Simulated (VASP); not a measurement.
The system is PbI2.

```
CELL_PARAMETERS angstrom
4.56573 0.00000 0.00000
-2.28286 3.95403 0.00000
0.00000 0.00000 7.04108
ATOMIC_POSITIONS crystal
Pb 0.00000 0.00000 0.00000
I 0.33333 0.66667 0.26678
I 0.66667 0.33333 0.73322
```

Base run:

| Property | Result |
| --- | --- |
| Program | VASP 6.6.1 |
| Functional | r2SCAN |
| Potentials or basis | VASP PAW PBE potentials, release 64 (Pb_d, I) |
| Cutoff | 550 eV |
| k mesh | 6 × 6 × 4 |
| Occupations | gaussian, width 0.01 eV |
| Spin | no spin polarisation |

Its results: band gap on the k mesh 2.62 eV; pressure 0.7 GPa; largest force 0.005 eV/Å.

The run is repeated on the same cell with these changes: functional from r2SCAN to PBE; cutoff from 550 eV to 500 eV. What comes out?

Band gap on the k mesh 2.23 eV; pressure 1.2 GPa; largest force 0.046 eV/Å.

Caveats: spin-orbit coupling is left out, which moves the levels of the heavy elements; the PAW data sets were made with another functional, which shifts forces and pressure a little (at least some runs); this functional lacks dispersion, which binds layers or chains, so the pressure and a relaxed spacing across them are unreliable (at least some runs).

A k mesh can miss the band edges.
